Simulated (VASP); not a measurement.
# MgO (P6_3mc) in VASP: further runs, part 2 of 2

VASP 6.6.1. Earlier steps stand in the parts before.

## 5. Single point, PBEsol (c/a of the conventional cell at fixed volume 1.5194)

Contents of INCAR:

```
PREC     = Accurate       # precision mode
ENCUT    = 520            # plane-wave cutoff, eV
EDIFF    = 1E-6           # SCF threshold, eV
ISMEAR   = 0              # smearing method
SIGMA    = 0.05           # smearing width, eV
LREAL    = F              # projectors in reciprocal space
LASPH    = T              # aspherical terms in the spheres
NELM     = 100            # most SCF steps
ALGO     = Normal         # electronic algorithm
ISIF     = 2              # what is computed and relaxed
LWAVE    = F              # write WAVECAR
LCHARG   = F              # write CHGCAR
GGA      = PS             # functional
NBANDS   = 16             # bands
```

Contents of KPOINTS:

```
Automatic mesh
0
Gamma
  9 9 6
```

Contents of POSCAR:

```
MgO
1.0
    3.3034678116      0.0000000000      0.0000000000
   -1.6517339058      2.8608870454      0.0000000000
    0.0000000000      0.0000000000      5.0193879762
Mg O
2 2
Direct
    0.3333333333      0.6666666667     -0.0435585739
    0.6666666667      0.3333333333      0.4564414261
    0.3333333333      0.6666666667      0.4009416620
    0.6666666667      0.3333333333      0.9009416620
```

Potentials or basis: VASP PAW PBE potentials, release 64 (Mg, O).

Launch:

```bash
$ cat potpaw_PBE.64/Mg/POTCAR potpaw_PBE.64/O/POTCAR > POTCAR
$ mpirun -np 1 vasp_std > vasp.out
```

OUTCAR:

```text
PREC = Accurate
   ENCUT = 520
   EDIFF = 1E-6
   ISMEAR = 0
   LREAL = F
   LASPH = T
   NELM = 100
   ISIF = 2
   GGA = PS

 ion  position               nearest neighbor table
   1  0.333  0.667  0.956-   4 1.93   4 1.93   4 1.93   3 2.23   3 2.79   2 3.15   2 3.15   2 3.15
                             2 3.15   2 3.15   2 3.15
   2  0.667  0.333  0.456-   3 1.93   3 1.93   3 1.93   4 2.23   4 2.79   1 3.15   1 3.15   1 3.15
                             1 3.15   1 3.15   1 3.15
   3  0.333  0.667  0.401-   2 1.93   2 1.93   2 1.93   1 2.23   1 2.79
   4  0.667  0.333  0.901-   1 1.93   1 1.93   1 1.93   2 2.23   2 2.79

  LATTYP: Found a hexagonal cell.
 ALAT       =     3.3034678116
 C/A-ratio  =     1.5194299634

  Lattice vectors:

 A1 = (   3.3034678116,   0.0000000000,   0.0000000000)
 A2 = (  -1.6517339058,   2.8608870454,   0.0000000000)
 A3 = (   0.0000000000,   0.0000000000,   5.0193879762)

Analysis of symmetry for initial positions (statically):
=====================================================================
 Subroutine PRICEL returns:
 Original cell was already a primitive cell.

 Routine SETGRP: Setting up the symmetry group for a
 hexagonal supercell.

 Subroutine GETGRP returns: Found 12 space group operations
 (whereof  6 operations were pure point group operations)
 out of a pool of 24 trial point group operations.

The static configuration has the point symmetry C_3v.
 The point group associated with its full space group is C_6v.

Analysis of symmetry for dynamics (positions and initial velocities):
=====================================================================
 Subroutine PRICEL returns:
 Original cell was already a primitive cell.

 Routine SETGRP: Setting up the symmetry group for a
 hexagonal supercell.

 Subroutine GETGRP returns: Found 12 space group operations
 (whereof  6 operations were pure point group operations)
 out of a pool of 24 trial point group operations.
[... 121 lines left out ...]
   ISMEAR =     0;   SIGMA  =   0.05  broadening in eV -4-tet -1-fermi 0-gaus
   EFERMI_NEDOS =   21; number of points for ismear=-14 and -15
   IALGO  =     38    algorithm
   IMIX   =      4    mixing-type and parameters
     AMIX     =   0.40;   BMIX     =  1.00
     AMIX_MAG =   1.60;   BMIX_MAG =  1.00
  volume/ion in A,a.u.               =      11.86        80.03
  Fermi-wavevector in a.u.,A,eV,Ry     =   1.139570  2.153475 17.668792  1.298620
  Thomas-Fermi vector in A             =   2.276273
   LORBIT       =      0    0 simple, 1 ext, 2 COOP (PROOUT), +10 PAW based schemes
   GGA     = PS    functional components
   LHFCALC =     F    Hartree Fock is set to
   AEXX    =    0.0000 exact exchange contribution
   IVDW    =     0    specifies the selected vdW correction
   LEPSILON=     F    determine dielectric tensor
   LRPA    =     F    only Hartree local field effects (RPA)
 non-spin polarized calculation
 Gauss-broadening in eV      SIGMA  =   0.05
  energy-cutoff  :      520.00
  volume of cell :       47.44
 maximum number of plane-waves:      1296
 NGX is ok and might be reduce to    28

 number of electron      15.9999997 magnetization

 Free energy of the ion-electron system (eV)
  ---------------------------------------------------
  ext. energy  EPLUGINS =         0.00000000
  ---------------------------------------------------
  free energy    TOTEN  =       -24.33871674 eV

  energy without entropy =      -24.33871674  energy(sigma->0) =      -24.33871674

 E-fermi :   1.5499     XC(G=0):  -9.9637

 val. band max:        1.2916566127   @ k =   0.0000   0.0000   0.0000
 cond. band min:       4.2949404701   @ k =   0.0000   0.0000   0.0000
 fundamental gap:      3.0032838573
 Fermi energy:         1.5498819504

 k-point     1 :       0.0000    0.0000    0.0000
  band No.  band energies     occupation
      1     -15.1718      2.00000
      2     -14.3645      2.00000
      3      -2.2946      2.00000
      4       0.1146      2.00000
      5       0.1146      2.00000
      6       0.4737      2.00000
[... 433 lines left out ...]
      3      -1.7582      2.00000
      4      -1.2033      2.00000
      5      -1.2033      2.00000
      6      -0.4536      2.00000
[... 8 lines left out ...]
     15      13.9595      0.00000
     16      18.3886      0.00000

 [... further k-points ...]
[... 5 lines left out ...]
  --------------------------------------------------------------------------------------
  -------------------------------------------------------------------------------------
  Total        1.7814799      1.7814799     -3.0776903      0.0000000      0.0000000      0.0000000
  in kB       60.1686065     60.1686065   -103.9474739      0.0000000      0.0000000      0.0000000
  external PRESSURE =       5.4632464 kB  Pullay stress =       0.0000000 kB

 VOLUME and BASIS-vectors are now :
 -----------------------------------------------------------------------------
  energy-cutoff  :      520.00
  volume of cell :       47.44
      direct lattice vectors                 reciprocal lattice vectors
     3.303467812  0.000000000  0.000000000     0.302712197  0.174770969  0.000000000
    -1.651733906  2.860887045  0.000000000     0.000000000  0.349541937  0.000000000
     0.000000000  0.000000000  5.019387976     0.000000000  0.000000000  0.199227476

 POSITION                                       TOTAL-FORCE (eV/Angst)
 -----------------------------------------------------------------------------------
     -0.00000      1.90726      4.80075         0.000000     -0.000000      0.610389
      1.65173      0.95363      2.29106         0.000000      0.000000      0.610389
     -0.00000      1.90726      2.01248        -0.000000      0.000000     -0.610389
      1.65173      0.95363      4.52218         0.000000     -0.000000     -0.610389
 -----------------------------------------------------------------------------------
    total drift:                               -0.000000      0.000000      0.000124

  FREE ENERGIE OF THE ION-ELECTRON SYSTEM (eV)
  ---------------------------------------------------
  free  energy   TOTEN  =       -24.3387167373 eV

  energy  without entropy=      -24.3387167373  energy(sigma->0) =      -24.33871674
```

OSZICAR:

```text
N       E                     dE             d eps       ncg     rms          rms(c)
DAV:   1     0.626190458570E+02    0.62619E+02   -0.74908E+03  1536   0.883E+02
DAV:   2    -0.240981836901E+02   -0.86717E+02   -0.79120E+02  2120   0.198E+02
DAV:   3    -0.282185264976E+02   -0.41203E+01   -0.41103E+01  1720   0.447E+01
DAV:   4    -0.282352685803E+02   -0.16742E-01   -0.16742E-01  1888   0.336E+00
DAV:   5    -0.282353515279E+02   -0.82948E-04   -0.82948E-04  1760   0.224E-01    0.110E+01
DAV:   6    -0.244472746762E+02    0.37881E+01   -0.10720E+01  1536   0.246E+01    0.385E+00
DAV:   7    -0.243705102359E+02    0.76764E-01   -0.17444E-01  1536   0.332E+00    0.215E+00
DAV:   8    -0.243405161634E+02    0.29994E-01   -0.92050E-02  1640   0.325E+00    0.478E-01
DAV:   9    -0.243382921422E+02    0.22240E-02   -0.38225E-03  1832   0.548E-01    0.139E-01
DAV:  10    -0.243387125566E+02   -0.42041E-03   -0.44829E-04  1576   0.151E-01    0.135E-02
DAV:  11    -0.243387157487E+02   -0.31921E-05   -0.14823E-05  1944   0.265E-02    0.812E-03
DAV:  12    -0.243387167976E+02   -0.10489E-05   -0.15540E-06  1584   0.957E-03    0.314E-03
DAV:  13    -0.243387167373E+02    0.60367E-07   -0.14382E-07   792   0.324E-03
   1 F= -.24338717E+02 E0= -.24338717E+02  d E =-.151428E-15
```

Wall time 24 s (1 thread of Intel Xeon 6975P-C (Granite Rapids), shared host); peak memory 0.19 GiB.

Results:

| Item | Value |
| --- | --- |
| Free energy | -24.3387 eV |
| Pressure | 0.5 GPa |
| Largest force | 0.610 eV/Å |
| Band gap on the k mesh | 3.00 eV, direct |

Forces in eV/Å, atoms in the order of the input:
```
Mg   0.000  0.000  0.610
Mg   0.000  0.000  0.610
O    0.000  0.000 -0.610
O    0.000  0.000 -0.610
```

Caveat: the PAW data sets were made with another functional, which shifts forces and pressure a little.

## 6. Single point, PBEsol (c/a of the conventional cell at fixed volume 1.5802)

Contents of INCAR:

```
PREC = Accurate
ENCUT = 520
EDIFF = 1E-7
ISMEAR = 0
SIGMA = 0.05
LREAL = False
LASPH = True
NELM = 80
ALGO = Normal
ISIF = 2
LWAVE = False
LCHARG = True
GGA = PS
LELF = True
LVHAR = True
NBANDS = 16
```

Contents of KPOINTS:

```
regular mesh
0
Gamma
  9 9 6
```

Contents of POSCAR:

```
MgO
1.0
    3.2605657016      0.0000000000      0.0000000000
   -1.6302828508      2.8237327283      0.0000000000
    0.0000000000      0.0000000000      5.1523459217
Mg O
2 2
Direct
    0.3333333333      0.6666666667      0.0036583380
    0.6666666667      0.3333333333      0.5036583380
    0.3333333333      0.6666666667      0.4009416620
    0.6666666667      0.3333333333      0.9009416620
```

Potentials or basis: VASP PAW PBE potentials, release 64 (Mg, O).

Launch:

```bash
$ cat potpaw_PBE.64/Mg/POTCAR potpaw_PBE.64/O/POTCAR > POTCAR
$ mpirun -np 1 vasp_std > vasp.out
```

OUTCAR:

```text
PREC = Accurate
   ENCUT = 520
   EDIFF = 1E-7
   ISMEAR = 0
   LREAL = False
   LASPH = True
   NELM = 80
   ISIF = 2
   GGA = PS

 ion  position               nearest neighbor table
   1  0.333  0.667  0.004-   4 1.96   4 1.96   4 1.96   3 2.05   2 3.19   2 3.19   2 3.19   2 3.19
                             2 3.19   2 3.19
   2  0.667  0.333  0.504-   3 1.96   3 1.96   3 1.96   4 2.05   1 3.19   1 3.19   1 3.19   1 3.19
                             1 3.19   1 3.19
   3  0.333  0.667  0.401-   2 1.96   2 1.96   2 1.96   1 2.05
   4  0.667  0.333  0.901-   1 1.96   1 1.96   1 1.96   2 2.05

  LATTYP: Found a hexagonal cell.
 ALAT       =     3.2605657016
 C/A-ratio  =     1.5802000000

  Lattice vectors:

 A1 = (   3.2605657016,   0.0000000000,   0.0000000000)
 A2 = (  -1.6302828508,   2.8237327283,   0.0000000000)
 A3 = (   0.0000000000,   0.0000000000,   5.1523459217)

Analysis of symmetry for initial positions (statically):
=====================================================================
 Subroutine PRICEL returns:
 Original cell was already a primitive cell.

 Routine SETGRP: Setting up the symmetry group for a
 hexagonal supercell.

[... 168 lines left out ...]
  free energy    TOTEN  =       -24.52189232 eV

  energy without entropy =      -24.52189232  energy(sigma->0) =      -24.52189232

 E-fermi :   1.1421     XC(G=0):  -9.9560

 val. band max:        0.8969291645   @ k =   0.0000   0.0000   0.0000
 cond. band min:       4.3175892792   @ k =   0.0000   0.0000   0.0000
 fundamental gap:      3.4206601147
 Fermi energy:         1.1421394433

 k-point     1 :       0.0000    0.0000    0.0000
  band No.  band energies     occupation
      1     -15.1811      2.00000
      2     -14.4384      2.00000
      3      -2.3936      2.00000
      4       0.3038      2.00000
      5       0.3038      2.00000
      6       0.5768      2.00000
[... 433 lines left out ...]
      3      -1.6985      2.00000
      4      -1.2013      2.00000
      5      -1.2013      2.00000
      6      -0.5449      2.00000
[... 8 lines left out ...]
     15      14.2443      0.00000
     16      18.4202      0.00000

 [... further k-points ...]
[... 5 lines left out ...]
  --------------------------------------------------------------------------------------
  -------------------------------------------------------------------------------------
  Total        0.8505431      0.8505431     -1.3350285      0.0000000     -0.0000000     -0.0000000
  in kB       28.7266755     28.7266755    -45.0899311      0.0000000     -0.0000000     -0.0000000
  external PRESSURE =       4.1211400 kB  Pullay stress =       0.0000000 kB

 VOLUME and BASIS-vectors are now :
 -----------------------------------------------------------------------------
  energy-cutoff  :      520.00
  volume of cell :       47.44
      direct lattice vectors                 reciprocal lattice vectors
     3.260565702  0.000000000  0.000000000     0.306695246  0.177070583  0.000000000
    -1.630282851  2.823732728  0.000000000     0.000000000  0.354141166  0.000000000
     0.000000000  0.000000000  5.152345922     0.000000000  0.000000000  0.194086347

 POSITION                                       TOTAL-FORCE (eV/Angst)
 -----------------------------------------------------------------------------------
     -0.00000      1.88249      0.01885        -0.000000      0.000000      0.353974
      1.63028      0.94124      2.59502         0.000000     -0.000000      0.353974
     -0.00000      1.88249      2.06579        -0.000000      0.000000     -0.353974
      1.63028      0.94124      4.64196         0.000000      0.000000     -0.353974
 -----------------------------------------------------------------------------------
    total drift:                               -0.000000      0.000000     -0.000326

  FREE ENERGIE OF THE ION-ELECTRON SYSTEM (eV)
  ---------------------------------------------------
  free  energy   TOTEN  =       -24.5218923207 eV

  energy  without entropy=      -24.5218923207  energy(sigma->0) =      -24.52189232
```

OSZICAR:

```text
N       E                     dE             d eps       ncg     rms          rms(c)
DAV:   1     0.607368024846E+02    0.60737E+02   -0.75509E+03  1536   0.887E+02
DAV:   2    -0.242610761442E+02   -0.84998E+02   -0.77998E+02  2040   0.194E+02
DAV:   3    -0.284042337387E+02   -0.41432E+01   -0.41346E+01  1864   0.449E+01
DAV:   4    -0.284213917535E+02   -0.17158E-01   -0.17158E-01  1824   0.340E+00
DAV:   5    -0.284214767218E+02   -0.84968E-04   -0.84968E-04  1912   0.229E-01    0.110E+01
DAV:   6    -0.246269034732E+02    0.37946E+01   -0.10856E+01  1536   0.246E+01    0.383E+00
DAV:   7    -0.245520150958E+02    0.74888E-01   -0.17038E-01  1584   0.328E+00    0.216E+00
DAV:   8    -0.245238050639E+02    0.28210E-01   -0.92173E-02  1624   0.326E+00    0.486E-01
DAV:   9    -0.245215564817E+02    0.22486E-02   -0.32388E-03  1880   0.505E-01    0.167E-01
DAV:  10    -0.245218871683E+02   -0.33069E-03   -0.69024E-04  1568   0.185E-01    0.135E-02
DAV:  11    -0.245218925047E+02   -0.53363E-05   -0.14536E-05  1968   0.249E-02    0.122E-02
DAV:  12    -0.245218923612E+02    0.14349E-06   -0.23025E-06  1592   0.130E-02    0.221E-03
DAV:  13    -0.245218923207E+02    0.40487E-07   -0.96005E-08  1424   0.279E-03
   1 F= -.24521892E+02 E0= -.24521892E+02  d E =-.209096E-14
```

Wall time 14 s (1 thread of Intel Xeon 6975P-C (Granite Rapids), shared host); peak memory 0.17 GiB.

Results:

```yaml
Free_energy: -24.5219 eV
Pressure: 0.4 GPa
Largest_force: 0.354 eV/Å
Band_gap_on_the_k_mesh: 3.42 eV, direct
```

Forces in eV/Å, atoms in the order of the input:
```
Mg   0.000  0.000  0.354
Mg   0.000  0.000  0.354
O    0.000  0.000 -0.354
O    0.000  0.000 -0.354
```

Stress tensor (GPa, compression positive):
```
 2.87  0.00  0.00
 0.00  2.87  0.00
 0.00  0.00 -4.51
```

Levels at points of the mesh, in eV from the valence-band top:
| k point | band 5 | band 6 | band 7 | band 8 | band 9 | band 10 | band 11 | band 12 |
| --- | --- | --- | --- | --- | --- | --- | --- | --- |
| (0.00, 0.00, 0.00) | -0.59 | -0.32 | -0.32 | 0.00 | 3.42 | 8.52 | 9.99 | 14.46 |
| (0.00, 0.00, 0.50) | -0.46 | -0.46 | -0.46 | -0.46 | 5.91 | 5.91 | 12.83 | 12.83 |

Caveat: the PAW data sets were made with another functional, which shifts forces and pressure a little. A k mesh can miss the band edges.

## 7. Overview

```tsv
cell	gap on the mesh (eV)	pressure (GPa)	largest force (eV/Å)
a = 3.220, b = 3.220, c = 5.284 Å, angles 90.0, 90.0, 120.0°, 4 atoms	3.48	1.6	0.62
a = 3.397, b = 3.397, c = 4.748 Å, angles 90.0, 90.0, 120.0°, 4 atoms	2.95	-3.6	0.20
a = 3.303, b = 3.303, c = 5.019 Å, angles 90.0, 90.0, 120.0°, 4 atoms	3.00	0.5	0.61
a = 3.261, b = 3.261, c = 5.152 Å, angles 90.0, 90.0, 120.0°, 4 atoms	3.42	0.4	0.35
```

Some of these runs hold the atoms at other places in the same cell, which the table doesn't show; runs alike in all that it shows share one row.

Alike in all rows: task single point; level PBEsol; potentials or basis VASP PAW PBE potentials, release 64 (Mg, O); no spin polarisation; k mesh 9 × 9 × 6; cutoff (eV) 520; smearing gaussian 0.05 eV.

Caveats: the PAW data sets were made with another functional, which shifts forces and pressure a little.

Total energies depend on the potentials used, so only differences within one code and one set of settings carry meaning.
